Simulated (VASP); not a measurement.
Runs of VASP 6.6.1 on KMgF3. The structure is that of space group Pm-3m (No. 221), or close to it. The cells are those of the table. 

```tsv
level	cell	smearing	gap on the mesh (eV)	pressure (GPa)
PBE	a = 3.881 Å, 5 atoms	fermi-dirac 0.02 eV	7.94	(b)
r2SCAN	a = 3.980, b = 3.980, c = 3.960 Å, 5 atoms	gaussian 0.01 eV	8.32	-0.2
r2SCAN	a = 3.821 Å, 5 atoms	gaussian 0.01 eV	9.33	12.1
PBE	a = 3.980 Å, angles 90.0, 90.0, 89.4°, 5 atoms	fermi-dirac 0.02 eV	(c)	3.7
r2SCAN	a = 3.980 Å, 5 atoms	gaussian 0.01 eV	8.28	-0.6
r2SCAN	a = 3.980 Å, angles 90.0, 90.0, 89.4°, 5 atoms	gaussian 0.01 eV	8.28	-0.6
PBE	a = 3.821 Å, 5 atoms	fermi-dirac 0.02 eV	(a)	17.1
PBE	a = 3.980 Å, 5 atoms	fermi-dirac 0.02 eV	7.34	3.7
```

Alike in all rows: task single point; potentials or basis VASP PAW PBE potentials, release 64 (K_sv, Mg, F); no spin polarisation; k mesh 6 × 6 × 6; cutoff (eV) 520.

Problem. Fill in the values left out.

Solution. (a) 8.34; (b) 11.2; (c) 7.33.

Caveats: the PAW data sets were made with another functional, which shifts forces and pressure a little (some runs).

A k mesh can miss the band edges.
